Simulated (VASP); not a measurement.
# MgF2 (P4_2/mnm) in VASP: a series of runs

The runs below take MgF2 through single point, with PBE, r2SCAN.

Program: VASP 6.6.1. These are calculated values, not measurements. Logs are shortened: lines on timing, memory, paths and dates and some standing lists are left out, and cuts for length are marked.

**1. The cell of the first run**

Symmetry: P4_2/mnm, No. 136, tetragonal system. Conventional cell: a = 4.761 Å, b = 4.761 Å, c = 3.137 Å, α = 90.00°, β = 90.00°, γ = 90.00°. Within 2.7 Å of Mg (site symmetry mmm) lie 6 F at 2.04 to 2.05 Å. F (site symmetry m2m) has 3 Mg at 2.04 to 2.05 Å and 1 F at 2.62 Å within 2.7 Å.

**2. Single point, PBE (strain +3.0%)**

INCAR reads:

```
SYSTEM = MgF2
PREC = Accurate
ENCUT = 600
EDIFF = 1E-6
ISMEAR = -1
SIGMA = 0.02
LREAL = .FALSE.
LASPH = .TRUE.
NELM = 120
ALGO = Normal
ISIF = 2
LWAVE = .FALSE.
LCHARG = .TRUE.
GGA = PE
LELF = .TRUE.
LVHAR = .TRUE.
NBANDS = 25
GGA_COMPAT = .FALSE.
```

KPOINTS reads:

```
Automatic mesh
0
G
  6 6 8
  0 0 0
```

POSCAR reads:

```
MgF2
1.0
    4.7606764744      0.0000000000      0.0000000000
    0.0000000000      4.7606764744      0.0000000000
    0.0000000000      0.0000000000      3.1374951123
Mg F
2 4
Direct
    0.0000000000      0.0000000000      0.0000000000
    0.5000000000      0.5000000000      0.5000000000
    0.3051635042      0.3051635042      0.0000000000
    0.1948364958      0.8051635042      0.5000000000
    0.8051635042      0.1948364958      0.5000000000
    0.6948364958      0.6948364958      0.0000000000
```

Potentials or basis: VASP PAW PBE potentials, release 64 (Mg, F).

The run is started by

```bash
> cat potpaw_PBE.64/Mg/POTCAR potpaw_PBE.64/F/POTCAR > POTCAR
> mpirun -np 1 vasp_std > vasp.out
```

OUTCAR:

```text
SYSTEM = MgF2
   PREC = Accurate
   ENCUT = 600
   EDIFF = 1E-6
   ISMEAR = -1
   LREAL = .FALSE.
   LASPH = .TRUE.
   NELM = 120
   ISIF = 2
   GGA = PE

 ion  position               nearest neighbor table
   1  0.000  0.000  0.000-   4 2.04   5 2.04   4 2.04   5 2.04   3 2.05   6 2.05
   2  0.500  0.500  0.500-   3 2.04   6 2.04   3 2.04   6 2.04   5 2.05   4 2.05
   3  0.305  0.305  0.000-   2 2.04   2 2.04   1 2.05
   4  0.195  0.805  0.500-   1 2.04   1 2.04   2 2.05
   5  0.805  0.195  0.500-   1 2.04   1 2.04   2 2.05
   6  0.695  0.695  0.000-   2 2.04   2 2.04   1 2.05

  LATTYP: Found a simple tetragonal cell.
 ALAT       =     4.7606764744
 C/A-ratio  =     0.6590439676

  Lattice vectors:

 A1 = (   4.7606764744,   0.0000000000,   0.0000000000)
 A2 = (   0.0000000000,   4.7606764744,   0.0000000000)
 A3 = (   0.0000000000,   0.0000000000,   3.1374951123)

Analysis of symmetry for initial positions (statically):
=====================================================================
 Subroutine PRICEL returns:
 Original cell was already a primitive cell.

 Routine SETGRP: Setting up the symmetry group for a
 simple tetragonal supercell.

 Subroutine GETGRP returns: Found 16 space group operations
 (whereof  8 operations were pure point group operations)
 out of a pool of 16 trial point group operations.

The static configuration has the point symmetry D_2h.
 The point group associated with its full space group is D_4h.

Analysis of symmetry for dynamics (positions and initial velocities):
=====================================================================
 Subroutine PRICEL returns:
 Original cell was already a primitive cell.

 Routine SETGRP: Setting up the symmetry group for a
 simple tetragonal supercell.

 Subroutine GETGRP returns: Found 16 space group operations
 (whereof  8 operations were pure point group operations)
 out of a pool of 16 trial point group operations.

The dynamic configuration has the point symmetry D_2h.
 The point group associated with its full space group is D_4h.

 Subroutine INISYM returns: Found 16 space group operations
 (whereof  8 operations are pure point group operations),
 and found     1 'primitive' translations

----------------------------------------------------------------------------------------

                                     Primitive cell

  volume of cell :      71.1083

  direct lattice vectors                    reciprocal lattice vectors
     4.760676474  0.000000000  0.000000000     0.210054181  0.000000000  0.000000000
     0.000000000  4.760676474  0.000000000     0.000000000  0.210054181  0.000000000
     0.000000000  0.000000000  3.137495112     0.000000000  0.000000000  0.318725596

  length of vectors
     4.760676474  4.760676474  3.137495112     0.210054181  0.210054181  0.318725596

  position of ions in fractional coordinates (direct lattice)
     0.000000000  0.000000000  0.000000000
     0.500000000  0.500000000  0.500000000
     0.305163504  0.305163504  0.000000000
     0.194836496  0.805163504  0.500000000
     0.805163504  0.194836496  0.500000000
     0.694836496  0.694836496  0.000000000

  ion indices of the primitive-cell ions
   primitive index   ion index
                 1           1
                 2           2
                 3           3
                 4           4
                 5           5
                 6           6

----------------------------------------------------------------------------------------

 KPOINTS: Automatic mesh

Automatic generation of k-mesh.
 Grid dimensions read from file:
 generate k-points for:    6    6    8

 Generating k-lattice:

  Cartesian coordinates                     Fractional coordinates (reciprocal lattice)
     0.035009030  0.000000000  0.000000000     0.166666667  0.000000000  0.000000000
     0.000000000  0.035009030  0.000000000     0.000000000  0.166666667  0.000000000
     0.000000000  0.000000000  0.039840700     0.000000000  0.000000000  0.125000000

  Length of vectors
     0.035009030  0.035009030  0.039840700

  Shift w.r.t. Gamma in fractional coordinates (k-lattice)
     0.000000000  0.000000000  0.000000000

 Subroutine IBZKPT returns following result:
 ===========================================

 Found     50 irreducible k-points:

 Following reciprocal coordinates:
            Coordinates               Weight
  0.000000  0.000000  0.000000      1.000000
  0.166667  0.000000  0.000000      4.000000
  0.333333  0.000000  0.000000      4.000000
  0.500000  0.000000  0.000000      2.000000
  0.166667  0.166667  0.000000      4.000000
  0.333333  0.166667  0.000000      8.000000
[... 16 lines left out ...]
  0.333333  0.000000  0.250000      8.000000
  0.500000  0.000000  0.250000      4.000000
 [... further k-points ...]
   k-points           NKPTS =     50   k-points in BZ     NKDIM =     50   number of bands    NBANDS=     25
[... 42 lines left out ...]
   GGA     = PE    functional components
   LHFCALC =     F    Hartree Fock is set to
   AEXX    =    0.0000 exact exchange contribution
   IVDW    =     0    specifies the selected vdW correction
   LEPSILON=     F    determine dielectric tensor
   LRPA    =     F    only Hartree local field effects (RPA)
 non-spin polarized calculation
  energy-cutoff  :      600.00
  volume of cell :       71.11
 maximum number of plane-waves:      2404
 NGX is ok and might be reduce to    40
   NGX = 19   NGY = 19   NGZ = 13

 number of electron      31.9999988 magnetization

 Free energy of the ion-electron system (eV)
  ---------------------------------------------------
  ext. energy  EPLUGINS =         0.00000000
  ---------------------------------------------------
  free energy    TOTEN  =       -31.51314641 eV

  energy without entropy =      -31.51314641  energy(sigma->0) =      -31.51314641

 E-fermi :  -1.3307     XC(G=0):  -9.3222

 val. band max:       -1.7132241264   @ k =   0.0000   0.0000   0.0000
 cond. band min:       4.8215165462   @ k =   0.0000   0.0000   0.0000
 fundamental gap:      6.5347406726
 Fermi energy:        -1.3307216878

 k-point     1 :       0.0000    0.0000    0.0000
  band No.  band energies     occupation
      1     -22.1609      2.00000
      2     -21.4967      2.00000
      3     -21.4967      2.00000
      4     -21.4398      2.00000
      5      -5.4625      2.00000
      6      -3.8665      2.00000
[... 17 lines left out ...]
     24      15.6789      0.00000
     25      15.6789      0.00000

 k-point     2 :       0.1667    0.0000    0.0000
  band No.  band energies     occupation
      1     -22.1245      2.00000
      2     -21.5745      2.00000
      3     -21.4868      2.00000
      4     -21.4123      2.00000
      5      -5.3697      2.00000
      6      -3.9466      2.00000
[... 17 lines left out ...]
     24      15.4671      0.00000
     25      15.8958      0.00000

 k-point     3 :       0.3333    0.0000    0.0000
  band No.  band energies     occupation
      1     -22.0224      2.00000
      2     -21.7152      2.00000
      3     -21.4608      2.00000
      4     -21.4076      2.00000
      5      -5.1201      2.00000
      6      -4.3710      2.00000
[... 17 lines left out ...]
     24      15.3336      0.00000
     25      15.8325      0.00000

 k-point     4 :       0.5000    0.0000    0.0000
  band No.  band energies     occupation
      1     -21.8757      2.00000
      2     -21.8757      2.00000
      3     -21.4293      2.00000
      4     -21.4293      2.00000
      5      -4.7726      2.00000
      6      -4.7726      2.00000
[... 17 lines left out ...]
     24      15.0225      0.00000
     25      16.0812      0.00000
[... 477 lines left out ...]
 k-point    22 :       0.1667    0.0000    0.2500
  band No.  band energies     occupation
      1     -21.9676      2.00000
      2     -21.5451      2.00000
      3     -21.4594      2.00000
      4     -21.4347      2.00000
      5      -5.0635      2.00000
      6      -3.9922      2.00000
[... 17 lines left out ...]
     24      15.0405      0.00000
     25      15.2550      0.00000

 k-point    23 :       0.3333    0.0000    0.2500
  band No.  band energies     occupation
      1     -21.8869      2.00000
      2     -21.6503      2.00000
      3     -21.4472      2.00000
      4     -21.4257      2.00000
      5      -4.8600      2.00000
      6      -4.2566      2.00000
[... 17 lines left out ...]
     24      14.3117      0.00000
     25      14.6010      0.00000

 k-point    24 :       0.5000    0.0000    0.2500
  band No.  band energies     occupation
      1     -21.7727      2.00000
      2     -21.7727      2.00000
      3     -21.4332      2.00000
      4     -21.4332      2.00000
      5      -4.5693      2.00000
      6      -4.5693      2.00000
[... 17 lines left out ...]
     24      13.6342      0.00000
     25      15.3574      0.00000

 [... further k-points ...]
[... 5 lines left out ...]
  --------------------------------------------------------------------------------------
  -------------------------------------------------------------------------------------
  Total       -1.7977594     -1.7977594     -2.1477545      0.0000000      0.0000000      0.0000000
  in kB      -40.5062234    -40.5062234    -48.3921398      0.0000000      0.0000000      0.0000000
  external PRESSURE =     -43.1348622 kB  Pullay stress =       0.0000000 kB

 VOLUME and BASIS-vectors are now :
 -----------------------------------------------------------------------------
  energy-cutoff  :      600.00
  volume of cell :       71.11
      direct lattice vectors                 reciprocal lattice vectors
     4.760676474  0.000000000  0.000000000     0.210054181  0.000000000  0.000000000
     0.000000000  4.760676474  0.000000000     0.000000000  0.210054181  0.000000000
     0.000000000  0.000000000  3.137495112     0.000000000  0.000000000  0.318725596

 POSITION                                       TOTAL-FORCE (eV/Angst)
 -----------------------------------------------------------------------------------
      0.00000      0.00000      0.00000         0.000000      0.000000      0.000000
      2.38034      2.38034      1.56875         0.000000      0.000000      0.000000
      1.45278      1.45278      0.00000        -0.019955     -0.019955      0.000000
      0.92755      3.83312      1.56875         0.019955     -0.019955      0.000000
      3.83312      0.92755      1.56875        -0.019955      0.019955      0.000000
      3.30789      3.30789      0.00000         0.019955      0.019955      0.000000
 -----------------------------------------------------------------------------------
    total drift:                                0.000000      0.000000     -0.000000

  FREE ENERGIE OF THE ION-ELECTRON SYSTEM (eV)
  ---------------------------------------------------
  free  energy   TOTEN  =       -31.5131464121 eV

  energy  without entropy=      -31.5131464121  energy(sigma->0) =      -31.51314641
```

Wall time 1.9 min (1 thread of Oxide Virtual Turin-like, shared host); peak memory 0.21 GiB.

Results:

| Item | Value |
| --- | --- |
| Free energy | -31.5131 eV |
| Pressure | -4.3 GPa |
| Largest force | 0.028 eV/Å |
| Band gap on the k mesh | 6.53 eV |

Forces on the atoms (eV/Å):
```
Mg   0.000  0.000  0.000
Mg   0.000  0.000  0.000
F   -0.020 -0.020  0.000
F    0.020 -0.020  0.000
F   -0.020  0.020  0.000
F    0.020  0.020  0.000
```

Levels at points of the mesh, in eV from the valence-band top:
| k point | band 13 | band 14 | band 15 | band 16 | band 17 | band 18 | band 19 | band 20 |
| --- | --- | --- | --- | --- | --- | --- | --- | --- |
| (0.00, 0.00, 0.00) | -0.73 | -0.30 | -0.30 | 0.00 | 6.53 | 11.70 | 11.70 | 13.07 |
| (0.50, 0.00, 0.00) | -0.93 | -0.93 | -0.34 | -0.34 | 8.85 | 8.85 | 12.88 | 12.88 |
| (0.50, 0.50, 0.00) | -0.84 | -0.84 | -0.67 | -0.67 | 10.34 | 10.34 | 10.71 | 10.71 |
| (0.00, 0.00, 0.50) | -0.98 | -0.98 | -0.76 | -0.76 | 11.13 | 11.13 | 14.37 | 14.37 |
| (0.50, 0.00, 0.50) | -0.67 | -0.67 | -0.58 | -0.58 | 12.11 | 12.11 | 12.58 | 12.58 |
| (0.50, 0.50, 0.50) | -0.53 | -0.53 | -0.46 | -0.46 | 12.42 | 12.42 | 12.82 | 12.82 |

Caveat: the cell differs from its parent crystal (strain +3.0%); the cell stands under tension; the structure was generated, so it needn't be the stable form of MgF2.

**3. Single point, PBE (strain +4.0%)**

INCAR reads:

```
SYSTEM = MgF2
PREC     = Accurate       ! precision mode
ENCUT    = 600            ! plane-wave cutoff, eV
EDIFF    = 1E-6           ! SCF threshold, eV
ISMEAR   = -1             ! smearing method
SIGMA    = 0.02           ! smearing width, eV
LREAL    = .False.        ! projectors in reciprocal space
LASPH    = .True.         ! aspherical terms in the spheres
NELM     = 120            ! most SCF steps
ALGO     = Normal         ! electronic algorithm
ISIF     = 2              ! what is computed and relaxed
LWAVE    = .False.        ! write WAVECAR
LCHARG   = .True.         ! write CHGCAR
GGA      = PE             ! functional
LELF     = .True.         ! ELF
LVHAR    = .True.       
NBANDS   = 25             ! bands
GGA_COMPAT= .False.
```

KPOINTS reads:

```
regular mesh
0
Gamma
  6 6 8
  0 0 0
```

POSCAR reads:

```
MgF2
1.0
    4.8068966344      0.0000000000      0.0000000000
    0.0000000000      4.8068966344      0.0000000000
    0.0000000000      0.0000000000      3.1679562299
Mg F
2 4
Direct
    0.0000000000      0.0000000000      0.0000000000
    0.5000000000      0.5000000000      0.5000000000
    0.3061403296      0.3061403296      0.0000000000
    0.1938596704      0.8061403296      0.5000000000
    0.8061403296      0.1938596704      0.5000000000
    0.6938596704      0.6938596704      0.0000000000
```

Potentials or basis: VASP PAW PBE potentials, release 64 (Mg, F).

The run is started by

```bash
> cat potpaw_PBE.64/Mg/POTCAR potpaw_PBE.64/F/POTCAR > POTCAR
> mpirun -np 1 vasp_std > vasp.out
```

It took 1.9 min on 1 thread of Oxide Virtual Turin-like, shared host; peak memory 0.22 GiB.

The run converged. Its results:

```yaml
Free_energy: -31.4490 eV
Pressure: -6.3 GPa
Largest_force: 0.031 eV/Å
Band_gap_on_the_k_mesh: 6.36 eV
```

Forces on the atoms (eV/Å):
```
Mg   0.000  0.000  0.000
Mg   0.000  0.000  0.000
F   -0.022 -0.022  0.000
F    0.022 -0.022  0.000
F   -0.022  0.022  0.000
F    0.022  0.022  0.000
```

Stress tensor (GPa, compression positive):
```
-5.91  0.00  0.00
 0.00 -5.91  0.00
 0.00  0.00 -7.17
```

Levels at points of the mesh, in eV from the valence-band top:
```csv
k point,band 14,band 15,band 16,band 17,band 18,band 19
"(0.00, 0.00, 0.00)",-0.29,-0.29,0.00,6.36,11.51,11.51
"(0.50, 0.00, 0.00)",-0.91,-0.33,-0.33,8.63,8.63,12.67
"(0.50, 0.50, 0.00)",-0.80,-0.64,-0.64,10.06,10.06,10.52
"(0.00, 0.00, 0.50)",-0.92,-0.73,-0.73,10.89,10.89,14.17
"(0.50, 0.00, 0.50)",-0.65,-0.56,-0.56,11.91,11.91,12.28
"(0.50, 0.50, 0.50)",-0.50,-0.45,-0.45,12.13,12.13,12.64
```

Caveat: the cell differs from its parent crystal (strain +4.0%); the cell stands under tension; the structure was generated, so it needn't be the stable form of MgF2. A k mesh can miss the band edges.

**4. Single point, r2SCAN (strain -4.0%)**

POSCAR reads:

```
MgF2
1.0
    4.4371353548      0.0000000000      0.0000000000
    0.0000000000      4.4371353548      0.0000000000
    0.0000000000      0.0000000000      2.9242672892
Mg F
2 4
Direct
    0.0000000000      0.0000000000      0.0000000000
    0.5000000000      0.5000000000      0.5000000000
    0.3010326328      0.3010326328      0.0000000000
    0.1989673672      0.8010326328      0.5000000000
    0.8010326328      0.1989673672      0.5000000000
    0.6989673672      0.6989673672      0.0000000000
```

INCAR.step1 reads:

```
PREC     = Accurate       # precision mode
ENCUT    = 660            # plane-wave cutoff, eV
ISMEAR   = 0              # smearing method
SIGMA    = 0.01           # smearing width, eV
LREAL    = False          # projectors in reciprocal space
LASPH    = True           # aspherical terms in the spheres
NELM     = 120            # most SCF steps
NBANDS   = 25             # bands
GGA      = PE             # functional
ALGO     = Normal         # electronic algorithm
EDIFF    = 1E-5           # SCF threshold, eV
LWAVE    = True           # write WAVECAR
LCHARG   = False          # write CHGCAR
GGA_COMPAT= False
```

INCAR.step2 reads:

```
PREC     = Accurate       # precision mode
ENCUT    = 660            # plane-wave cutoff, eV
EDIFF    = 1E-6           # SCF threshold, eV
ISMEAR   = 0              # smearing method
SIGMA    = 0.01           # smearing width, eV
LREAL    = False          # projectors in reciprocal space
LASPH    = True           # aspherical terms in the spheres
NELM     = 120            # most SCF steps
ALGO     = Normal         # electronic algorithm
ISIF     = 2              # what is computed and relaxed
LWAVE    = False          # write WAVECAR
LCHARG   = True           # write CHGCAR
METAGGA  = R2SCAN         # meta-GGA
LMIXTAU  = True         
LELF     = True           # ELF
LVHAR    = True         
NBANDS   = 25             # bands
ISTART   = 1            
GGA_COMPAT= False
```

KPOINTS reads:

```
Automatic mesh
0
Gamma
  6 6 8
```

The run is started by

```bash
> cat potpaw_PBE.64/Mg/POTCAR potpaw_PBE.64/F/POTCAR > POTCAR
> cp INCAR.step1 INCAR
> mpirun -np 1 vasp_std > vasp.out
> cp INCAR.step2 INCAR
> mpirun -np 1 vasp_std > vasp.out
```

Wall time 7.7 min (1 thread of Oxide Virtual Turin-like, shared host); peak memory 0.23 GiB.

It converged, with:

| Item | Value |
| --- | --- |
| Free energy | -43.5425 eV |
| Pressure | 15.3 GPa |
| Largest force | 0.011 eV/Å |
| Band gap on the k mesh | 8.95 eV |

Forces on the atoms (eV/Å):
```
Mg   0.000  0.000  0.000
Mg   0.000  0.000  0.000
F    0.008  0.008  0.000
F   -0.008  0.008  0.000
F    0.008 -0.008  0.000
F   -0.008 -0.008  0.000
```

Stress tensor (GPa, compression positive):
```
14.98  0.00  0.00
 0.00 14.98  0.00
 0.00  0.00 16.08
```

Levels at points of the mesh, in eV from the valence-band top:
| k point | band 13 | band 14 | band 15 | band 16 | band 17 | band 18 | band 19 | band 20 |
| --- | --- | --- | --- | --- | --- | --- | --- | --- |
| (0.00, 0.00, 0.00) | -0.74 | -0.35 | -0.35 | 0.00 | 8.95 | 14.16 | 14.16 | 15.48 |
| (0.50, 0.00, 0.00) | -1.07 | -1.07 | -0.44 | -0.44 | 11.52 | 11.52 | 15.50 | 15.50 |
| (0.50, 0.50, 0.00) | -1.10 | -1.10 | -0.97 | -0.97 | 13.19 | 13.19 | 13.71 | 13.71 |
| (0.00, 0.00, 0.50) | -1.45 | -1.45 | -1.02 | -1.02 | 13.99 | 13.99 | 17.02 | 17.02 |
| (0.50, 0.00, 0.50) | -0.85 | -0.85 | -0.81 | -0.81 | 14.82 | 14.82 | 15.82 | 15.82 |
| (0.50, 0.50, 0.50) | -0.76 | -0.76 | -0.53 | -0.53 | 15.02 | 15.02 | 15.90 | 15.90 |

Caveat: the cell differs from its parent crystal (strain -4.0%); the cell stands under pressure; the structure was generated, so it needn't be the stable form of MgF2; the PAW data sets were made with another functional, which shifts forces and pressure a little. A k mesh can miss the band edges.

**5. The runs side by side**

```tsv
level	cell	cutoff (eV)	smearing	gap on the mesh (eV)	pressure (GPa)	largest force (eV/Å)
PBE	a = 4.761, b = 4.761, c = 3.137 Å, 6 atoms, strain +3.0%	600	fermi-dirac 0.02 eV	6.53	-4.3	0.03
PBE	a = 4.807, b = 4.807, c = 3.168 Å, 6 atoms, strain +4.0%	600	fermi-dirac 0.02 eV	6.36	-6.3	0.03
r2SCAN	a = 4.437, b = 4.437, c = 2.924 Å, 6 atoms, strain -4.0%	660	gaussian 0.01 eV	8.95	15.3	0.01
```

Alike in all rows: task single point; potentials or basis VASP PAW PBE potentials, release 64 (Mg, F); no spin polarisation; k mesh 6 × 6 × 8.

Caveats: the structure was generated, so it needn't be the stable form of MgF2; the cell stands under tension (at least some runs); the cell stands under pressure (at least some runs); the PAW data sets were made with another functional, which shifts forces and pressure a little (at least some runs).

Total energies depend on the potentials used, so only differences within one code and one set of settings carry meaning.
